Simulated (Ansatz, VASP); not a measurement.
**Ga3Se: VASP beside Ansatz**

```
CELL_PARAMETERS angstrom
4.43246 0.00000 0.00000
0.00000 4.43246 0.00000
0.00000 0.00000 4.43246
ATOMIC_POSITIONS crystal
Se 0.00000 0.00000 0.00000
Ga 0.50000 0.50000 0.00000
Ga 0.50000 0.00000 0.50000
Ga 0.00000 0.50000 0.50000
```

Alike in both runs: task single point; functional r2SCAN; k mesh 8 × 8 × 8; occupations gaussian, width 0.02 eV; no spin polarisation.

|  | VASP | Ansatz |
| --- | --- | --- |
| version | VASP 6.6.1 | Ansatz 0.2.0 |
| potentials or method | VASP PAW PBE potentials, release 64 (Se, Ga_d), cutoff 520 eV | scalar-relativistic, plane waves, PAW |
| valence electrons in the cell | 45 | 55 |

VASP gave:

| Property | Result |
| --- | --- |
| gap on the k mesh at the Fermi level (eV) | none |
| pressure (GPa) | -1.6 |

What did Ansatz give for the same quantities?

gap on the k mesh at the Fermi level (eV): none; pressure (GPa): -1.7.

VASP's potentials were made for PBE, not for r2SCAN. A gap of «none» marks a metal or a gap that the smearing closes. With one functional, cell and mesh, what is left measures potentials, basis and numerics. VASP's potentials hold 45 valence electrons a cell and Ansatz's 55, so a difference there can come from the potentials and not from the codes. Ansatz's warnings: stress scf threshold loose.
